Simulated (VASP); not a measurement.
A run of VASP 6.6.1:

The input POSCAR:

```
InSe
1.0
    2.0125726063      1.1619593360      8.5000507277
   -2.0125726063      1.1619593360      8.5000507277
    0.0000000000     -2.3239186720      8.5000507277
In Se
2 2
Direct
    0.0009743525      0.0009743525      0.0009743525
    0.1103653552      0.1103653552      0.1103653552
    0.6180802016      0.6180802016      0.6180802016
    0.8265800908      0.8265800908      0.8265800908
```

The input INCAR.step1:

```
PREC     = Accurate       # precision mode
ENCUT    = 520            # plane-wave cutoff, eV
ISMEAR   = 0              # smearing method
SIGMA    = 0.02           # smearing width, eV
LREAL    = F              # projectors in reciprocal space
LASPH    = T              # aspherical terms in the spheres
NELM     = 60             # most SCF steps
NBANDS   = 27             # bands
GGA      = PE             # functional
ALGO     = Normal         # electronic algorithm
EDIFF    = 1E-4           # SCF threshold, eV
LWAVE    = T              # write WAVECAR
LCHARG   = F              # write CHGCAR
```

Contents of INCAR.step2:

```
PREC     = Accurate       # precision mode
ENCUT    = 520            # plane-wave cutoff, eV
EDIFF    = 1E-7           # SCF threshold, eV
ISMEAR   = 0              # smearing method
SIGMA    = 0.02           # smearing width, eV
LREAL    = F              # projectors in reciprocal space
LASPH    = T              # aspherical terms in the spheres
NELM     = 60             # most SCF steps
ALGO     = Normal         # electronic algorithm
ISIF     = 2              # what is computed and relaxed
LWAVE    = F              # write WAVECAR
LCHARG   = T              # write CHGCAR
METAGGA  = R2SCAN         # meta-GGA
LMIXTAU  = T            
LELF     = T              # ELF
LVHAR    = T            
NBANDS   = 27             # bands
ISTART   = 1
```

File KPOINTS:

```
Automatic mesh
0
Gamma
  9 9 9
```

Potentials or basis: VASP PAW PBE potentials, release 64 (In_d, Se).

Launch:

```console
$ cat potpaw_PBE.64/In_d/POTCAR potpaw_PBE.64/Se/POTCAR > POTCAR
$ cp INCAR.step1 INCAR
$ mpirun -np 1 vasp_std > vasp.out
$ cp INCAR.step2 INCAR
$ mpirun -np 1 vasp_std > vasp.out
```

Hardware: 1 thread of Intel(R) Xeon(R) 6975P-C (Granite Rapids), with other jobs on the host.

How long does it take, and how much memory?

It took 60 min on 1 thread of Intel(R) Xeon(R) 6975P-C (Granite Rapids) (shared host), peak memory 0.93 GiB. Counts: k points 85.
